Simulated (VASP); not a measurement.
Set up this calculation in VASP 6.6.1, as the native input.

```yaml
Task: single point
Functional: LDA
Potentials_or_basis: VASP PAW LDA potentials, release 64 (Se)
Cutoff: 520 eV
k_mesh: 15 × 15 × 15
Occupations: fermi-dirac, width 0.08 eV
Spin: no spin polarisation
Dipole_correction: no
k_mesh_for_the_DOS: 23 × 23 × 23
Occupations_for_the_DOS: tetrahedron
Further_INCAR_settings: ALGO = Normal; EDIFF = 1e-06; NBANDS = 9
```

Crystal: Se.

```xyz
1
Lattice="-1.6810 1.6810 1.6810 1.6810 -1.6810 1.6810 1.6810 1.6810 -1.6810" Properties=species:S:1:pos:R:3 pbc="T T T"
Se    0.0000    0.0000    0.0000
```

This isn't the form of Se at room conditions, which is trigonal, of chains.

These files were run (other wordings do the same):

POSCAR

```
Se
1.0
   -1.6810373378      1.6810373378      1.6810373378
    1.6810373378     -1.6810373378      1.6810373378
    1.6810373378      1.6810373378     -1.6810373378
Se
1
Direct
    0.0000000000      0.0000000000      0.0000000000
```

INCAR.step1

```
SYSTEM = Se
PREC     = Accurate       ! precision mode
ENCUT    = 520            ! plane-wave cutoff, eV
EDIFF    = 1E-6           ! SCF threshold, eV
ISMEAR   = -1             ! smearing method
SIGMA    = 0.08           ! smearing width, eV
LREAL    = .FALSE.        ! projectors in reciprocal space
LASPH    = .TRUE.         ! aspherical terms in the spheres
NELM     = 100            ! most SCF steps
ALGO     = Normal         ! electronic algorithm
ISIF     = 2              ! what is computed and relaxed
LWAVE    = .FALSE.        ! write WAVECAR
LCHARG   = .TRUE.         ! write CHGCAR
GGA      = CA             ! functional
NBANDS   = 9              ! bands
```

KPOINTS.step1

```
regular mesh
0
G
  15 15 15
  0 0 0
```

INCAR.step2

```
SYSTEM = Se
PREC     = Accurate       ! precision mode
ENCUT    = 520            ! plane-wave cutoff, eV
EDIFF    = 1E-6           ! SCF threshold, eV
ISMEAR   = -5             ! smearing method
SIGMA    = 0.08           ! smearing width, eV
LREAL    = .FALSE.        ! projectors in reciprocal space
LASPH    = .TRUE.         ! aspherical terms in the spheres
NELM     = 100            ! most SCF steps
ALGO     = Normal         ! electronic algorithm
ISIF     = 2              ! what is computed and relaxed
LWAVE    = .FALSE.        ! write WAVECAR
LCHARG   = .FALSE.        ! write CHGCAR
GGA      = CA             ! functional
LORBIT   = 10             ! projections on sites
NBANDS   = 9              ! bands
NEDOS    = 1001           ! points of the DOS
ICHARG   = 11             ! starting density
```

KPOINTS.step2

```
regular mesh
0
G
  23 23 23
  0 0 0
```

Potentials or basis: VASP PAW LDA potentials, release 64 (Se).

Command:

```console
$ cat potpaw_LDA.64/Se/POTCAR > POTCAR
$ cp INCAR.step1 INCAR
$ cp KPOINTS.step1 KPOINTS
$ mpirun -np 1 vasp_std > vasp.out
$ cp INCAR.step2 INCAR
$ cp KPOINTS.step2 KPOINTS
$ mpirun -np 1 vasp_std > vasp.out
```

Results of the run:

```
Valence electrons inside the program's atomic spheres : Se 3.66
```

It took 25 s on 1 thread of Intel(R) Xeon(R) Platinum 8488C (Sapphire Rapids), on a shared host, peak memory 0.19 GiB.
